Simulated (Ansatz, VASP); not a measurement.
This is a calculation of MgO for Ansatz 0.2.0.

File input.yaml:

```yaml
crystal:
  lattice:
    - [0.0, 2.0970013927, 2.0970013927]
    - [2.0970013927, 0.0, 2.0970013927]
    - [2.0970013927, 2.0970013927, 0.0]
  atoms:
    - { symbol: Mg, position: [0.0, 0.0, 0.0] }
    - { symbol: O, position: [0.5, 0.5, 0.5] }
kpoints:
  mp_grid: { grid: [11, 11, 11] }
scf:
  occupations: { method: fermi_dirac, width: 0.05 }
hamiltonian:
  xc: revpbe
  dispersion: d4
  pseudopotentials: { kind: all_electron, lapw: { basis_error: 0.001 } }
output:
  forces: true
  stress: true
relax:
  f_tol: 0.01
  max_steps: 60
  cell: {}
```

Potentials or basis: all-electron LAPW, scalar-relativistic.

Launch:

```console
$ ansatz run input.yaml --threads 1 --pin off --max-ram 3072MiB --backend cpu --events-out ev --progress --plain --runs-dir out
```

Set up the same calculation for VASP 6.6.1. Potentials there: VASP PAW PBE potentials, release 64 (Mg, O).

As run (the cutoff follows the program's own potentials):

INCAR

```
PREC     = Accurate       # precision mode
ENCUT    = 600            # plane-wave cutoff, eV
EDIFF    = 1E-6           # SCF threshold, eV
ISMEAR   = -1             # smearing method
SIGMA    = 0.05           # smearing width, eV
LREAL    = False          # projectors in reciprocal space
LASPH    = True           # aspherical terms in the spheres
NELM     = 100            # most SCF steps
ALGO     = Normal         # electronic algorithm
ISIF     = 3              # what is computed and relaxed
LWAVE    = False          # write WAVECAR
LCHARG   = False          # write CHGCAR
GGA      = RE             # functional
IVDW     = 13             # dispersion correction
IBRION   = 2              # ionic algorithm
NSW      = 80             # ionic steps
EDIFFG   = -0.01          # ionic threshold
```

Contents of KPOINTS:

```
Automatic mesh
0
Gamma
  11 11 11
```

POSCAR

```
MgO
1.0
    0.0000000000      2.0970013927      2.0970013927
    2.0970013927      0.0000000000      2.0970013927
    2.0970013927      2.0970013927      0.0000000000
Mg O
1 1
Direct
    0.0000000000      0.0000000000      0.0000000000
    0.5000000000      0.5000000000      0.5000000000
```

Potentials or basis: VASP PAW PBE potentials, release 64 (Mg, O).

Command:

```sh
$ cat potpaw_PBE.64/Mg/POTCAR potpaw_PBE.64/O/POTCAR > POTCAR
$ mpirun -np 1 vasp_std > vasp.out
```

Both were run:

|  | VASP | Ansatz | Ansatz less VASP |
| --- | --- | --- | --- |
| relaxed volume (Å³/atom) | 9.36 | 9.43 | +0.070 |
| relaxed cell length with the largest relative difference (Å) | 2.980 | 2.988 | +0.0074 |

VASP's potentials were made for PBE, not for revPBE. Ansatz ran all-electron here, and VASP with PAW potentials.
